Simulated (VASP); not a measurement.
## Al3Si2F: single point with PBE

Crystal: Al3Si2F.

```xyz
6
Lattice="5.4707 0.0000 0.0000 -2.7353 4.7377 0.0000 0.0000 0.0000 4.2306" Properties=species:S:1:pos:R:3 pbc="T T T"
Al    2.7353    0.0000    4.5562
Al   -1.3677    2.3689    4.5562
Al    1.3677    2.3689    4.5562
Si    0.0000    3.1585    2.4413
Si    2.7353    1.5792    2.4413
F     0.0000    0.0000    0.3244
```

* Program: VASP 6.6.1
* Task: single point
* Functional: PBE
* Potentials or basis: VASP PAW PBE potentials, release 64 (Al, Si, F)
* Cutoff: 600 eV
* k mesh: 3 × 3 × 3
* Occupations: gaussian, width 0.15 eV
* Spin: no spin polarisation
* Dipole correction: no
* Further INCAR settings: ALGO = Normal; EDIFF = 1e-06; NBANDS = 21

The pressure is -0.1 GPa, the largest force is 0.004 eV/Å and the band gap on the k mesh is zero (band 12 reaches 5.07 eV, above the bottom of band 13 at 4.68 eV).

Forces in eV/Å, atoms in the order of the input:
```
Al   0.000  0.000  0.002
Al   0.000  0.000  0.002
Al   0.000  0.000  0.002
Si   0.000  0.000 -0.004
Si   0.000  0.000 -0.004
F    0.000  0.000  0.001
```

Stress tensor (GPa, compression positive):
```
-0.18  0.00  0.00
 0.00 -0.18  0.00
 0.00  0.00 -0.02
```

Levels at points of the mesh, in eV from the Fermi level:
| k point | band 9 | band 10 | band 11 | band 12 | band 13 | band 14 | band 15 | band 16 |
| --- | --- | --- | --- | --- | --- | --- | --- | --- |
| (0.00, 0.00, 0.00) | -2.80 | -2.23 | -0.39 | -0.29 | -0.29 | 1.45 | 2.94 | 2.94 |

Wall time 17 s on 1 thread of Intel(R) Xeon(R) Platinum 8559C (Emerald Rapids), on a shared host, peak memory 0.25 GiB.

Caveat: the k points lie up to 0.50 Å⁻¹ apart.
